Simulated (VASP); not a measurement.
Write the native input for VASP 6.6.1 that does the following.

```
Task                   : single point
Functional             : PBEsol
Potentials or basis    : VASP PAW PBE potentials, release 64 (Na_pv, Pt, N)
Cutoff                 : 600 eV
k mesh                 : 6 × 6 × 4
Occupations            : fermi-dirac, width 0.03 eV
Spin                   : no spin polarisation
Dipole correction      : no
Further INCAR settings : ALGO = Normal; EDIFF = 1e-06; NBANDS = 31
```

The structure of NaPtN lies in POSCAR:

```
NaPtN
1.0
    4.0288784941      0.0000000000      0.0000000000
    0.0000000000      4.0288784941      0.0000000000
    0.0000000000      0.0000000000      5.6245184068
Na Pt N
2 2 2
Direct
    0.0000000000      0.5000000000      0.6265609896
    0.5000000000      0.0000000000      0.3734390104
    0.5000000000      0.0000000000      0.9000285655
    0.0000000000      0.5000000000      0.0999714345
    0.5000000000      0.5000000000      0.0000000000
    0.0000000000      0.0000000000      0.0000000000
```

The input as run:

INCAR

```
PREC = Accurate
ENCUT = 600
EDIFF = 1E-6
ISMEAR = -1
SIGMA = 0.03
LREAL = False
LASPH = True
NELM = 120
ALGO = Normal
ISIF = 2
LWAVE = False
LCHARG = False
GGA = PS
NBANDS = 31
GGA_COMPAT = False
```

KPOINTS

```
Automatic mesh
0
Gamma
  6 6 4
```

Potentials or basis: VASP PAW PBE potentials, release 64 (Na_pv, Pt, N).

Launch:

```bash
$ cat potpaw_PBE.64/Na_pv/POTCAR potpaw_PBE.64/Pt/POTCAR potpaw_PBE.64/N/POTCAR > POTCAR
$ mpirun -np 1 vasp_std > vasp.out
```

It gave:

The pressure is 0.1 GPa, the largest force is 0.018 eV/Å and the band gap on the k mesh is zero (band 22 reaches 5.38 eV, above the bottom of band 23 at 5.19 eV).

Caveat: the PAW data sets were made with another functional, which shifts forces and pressure a little; spin-orbit coupling is left out, which moves the levels of the heavy elements.

Run time: 31 s on 1 thread of Intel(R) Xeon(R) 6975P-C (Granite Rapids) (shared host), peak memory 0.27 GiB.
